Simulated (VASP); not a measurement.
MnGa4, 5 atoms in the cell. The structure is cubic, space group Im-3m (No. 229). Conventional cell: a = 5.544 Å, b = 5.544 Å, c = 5.544 Å, α = 90.00°, β = 90.00°, γ = 90.00°. Within 3.2 Å of Mn (site symmetry m-3m) lie 8 Ga at 2.40 Å. Ga (site symmetry -3m) has 2 Mn at 2.40 Å and 6 Ga at 2.77 Å within 3.2 Å. 

* Program: VASP 6.6.1
* Task: single point
* Functional: LDA
* Potentials or basis: VASP PAW LDA potentials, release 64 (Mn_pv, Ga_d)
* Cutoff: 520 eV
* k mesh: 6 × 6 × 6
* Occupations: fermi-dirac, width 0.05 eV
* Spin: collinear spin, ferromagnetic start
* Starting moments: [5.2, 0.0, 0.0, 0.0, 0.0] μB
* Dipole correction: no
* Further INCAR settings: ALGO = Normal; EDIFF = 1e-07; NBANDS = 44

Potentials or basis: VASP PAW LDA potentials, release 64 (Mn_pv, Ga_d).

Run with:

```sh
$ cat potpaw_LDA.64/Mn_pv/POTCAR potpaw_LDA.64/Ga_d/POTCAR > POTCAR
$ mpirun -np 1 vasp_std > vasp.out
```

Hardware: 1 thread of Intel Xeon 8259CL (shared host).

Question: How long does it take, and how much memory?

Answer: It took 3 min on 1 thread of Intel Xeon 8259CL (shared host), peak memory 0.23 GiB. Counts: scf iterations 16, k points 16.
